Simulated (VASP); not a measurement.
Here is a VASP 6.6.1 calculation.

The input INCAR:

```
SYSTEM = Si17Mo8
PREC = Accurate
ENCUT = 400
EDIFF = 1E-6
ISMEAR = 0
SIGMA = 0.1
LREAL = .False.
LASPH = .True.
NELM = 120
ALGO = Normal
ISIF = 2
LWAVE = .False.
LCHARG = .True.
GGA = PE
LELF = .True.
LVHAR = .True.
NBANDS = 108
GGA_COMPAT = .False.
```

KPOINTS

```
Automatic mesh
0
Gamma
  4 4 3
  0.5 0.5 0
```

POSCAR

```
Si17Mo8
1.0
    6.4336947404      0.0000000000      0.0000000000
    0.0000000000      6.4336947404      0.0000000000
    0.0000000000      0.0000000000      7.8730199992
Si Mo
17 8
Direct
   -0.0584189980      0.0000006217      0.3537853327
    0.5584197176     -0.0000006217      0.3537681856
   -0.0067491545      0.5000041391      0.3370001601
    0.2500016033      0.2480663234      0.8297975873
    0.5067358853      0.5000027402      0.3370082891
    0.7499933078      0.2450528139      0.8302538290
    0.2499998935      0.7519360484      0.8297926337
    0.7500029446      0.7549372788      0.8302531939
    0.0019382331      0.0000031086      0.6702029209
    0.4980648180     -0.0000063727      0.6701937758
    0.0049327799      0.4999937252      0.6697442659
    0.2500025359      0.3084081667      0.1462120000
    0.4950508422      0.4999959012      0.6697393123
    0.7499989034      0.2567400330      0.1629961565
    0.2499994272      0.6915915628      0.1462018387
    0.7500023229      0.7432562770      0.1629952674
    0.2499932100     -0.0000031086      0.2500087641
    0.2500008261      0.2562550862      0.5003163971
    0.7499929970      0.2645517185      0.5049968119
    0.2499862155      0.7437423119      0.5003092842
    0.5145548761      0.4999993207     -0.0049940175
    0.7500001468      0.7354494099      0.5050024007
   -0.0145581977      0.4999943469     -0.0049969389
    0.5062557568      0.0000015543     -0.0003092841
   -0.0062617208      0.0000023315     -0.0003127135
```

Potentials or basis: VASP PAW PBE potentials, release 64 (Si, Mo_sv).

Command:

```sh
$ cat potpaw_PBE.64/Si/POTCAR potpaw_PBE.64/Mo_sv/POTCAR > POTCAR
$ mpirun -np 1 vasp_std > vasp.out
```

Task: What does it give for the largest force?

Result: 0.028 eV/Å.

Task: Predict the band gap on the k mesh.

Result: Zero (bands 90 and 91 overlap by 0.36 eV).

Forces on the atoms (eV/Å):
```
Si   0.024  0.000 -0.015
Si  -0.024  0.000 -0.014
Si   0.009  0.000 -0.018
Si   0.000  0.008  0.006
Si  -0.009  0.000 -0.019
Si   0.000 -0.013 -0.020
Si   0.000 -0.008  0.006
Si   0.000  0.013 -0.019
Si  -0.008  0.000 -0.006
Si   0.008  0.000 -0.005
Si   0.013  0.000  0.020
Si   0.000 -0.024  0.015
Si  -0.013  0.000  0.020
Si   0.000 -0.009  0.018
Si   0.000  0.024  0.015
Si   0.000  0.009  0.018
Si   0.000  0.000  0.000
Mo   0.000 -0.004  0.002
Mo   0.000  0.003  0.019
Mo   0.001  0.004  0.003
Mo   0.003  0.000 -0.020
Mo  -0.001 -0.003  0.018
Mo  -0.003  0.000 -0.019
Mo  -0.004  0.000 -0.003
Mo   0.005  0.000 -0.002
```
